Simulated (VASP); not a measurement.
Wanted: the native input for a VASP 6.6.1 run.

| Property | Result |
| --- | --- |
| Task | electric field gradients |
| Functional | PBEsol |
| Potentials or basis | VASP PAW PBE potentials, release 64 (Cd, S) |
| Cutoff | 520 eV |
| k mesh | 7 × 7 × 4 |
| Occupations | fermi-dirac, width 0.01 eV |
| Spin | no spin polarisation |
| Dipole correction | no |
| Further INCAR settings | ALGO = Normal; EDIFF = 1e-08; NBANDS = 26 |

The structure of CdS lies in POSCAR:

```
CdS
1.0
    4.2588431795      0.0000000000      0.0000000000
   -2.1294215898      3.6882663842      0.0000000000
    0.0000000000      0.0000000000      6.7490000000
Cd S
2 2
Direct
    0.3333333333      0.6666666667      0.0000000000
    0.6666666667      0.3333333333      0.5000000000
    0.3333333333      0.6666666667      0.3850000000
    0.6666666667      0.3333333333      0.8850000000
```

This cell differs from its parent crystal: equal xx and yy strain of +3 %.

One way to write it, as run:

INCAR

```
PREC = Accurate ; ENCUT = 520
EDIFF = 1E-8 ; ISMEAR = -1
SIGMA = 0.01 ; LREAL = False
LASPH = True ; NELM = 80
ALGO = Normal ; ISIF = 2
LWAVE = False ; LCHARG = False
GGA = PS ; LEFG = True
NBANDS = 26
```

KPOINTS

```
regular mesh
0
Gamma
  7 7 4
```

Potentials or basis: VASP PAW PBE potentials, release 64 (Cd, S).

Run with:

```sh
$ cat potpaw_PBE.64/Cd/POTCAR potpaw_PBE.64/S/POTCAR > POTCAR
$ mpirun -np 1 vasp_std > vasp.out
```

Results of the run:

The pressure is -3.4 GPa and the largest force is 0.074 eV/Å. The band gap on the k mesh is 0.93 eV, direct.

Caveat: the cell differs from its parent crystal (equal xx and yy strain of +3 %); without QUAD_EFG the Cq values of the log hold for a quadrupole moment of 1 mb, not for the nuclei; the PAW data sets were made with another functional, which shifts forces and pressure a little.

Wall time 52 s on 1 thread of Intel(R) Xeon(R) Platinum 8124M CPU @ 3.00GHz (Skylake/Cascade Lake), with other jobs on the host, peak memory 0.23 GiB.
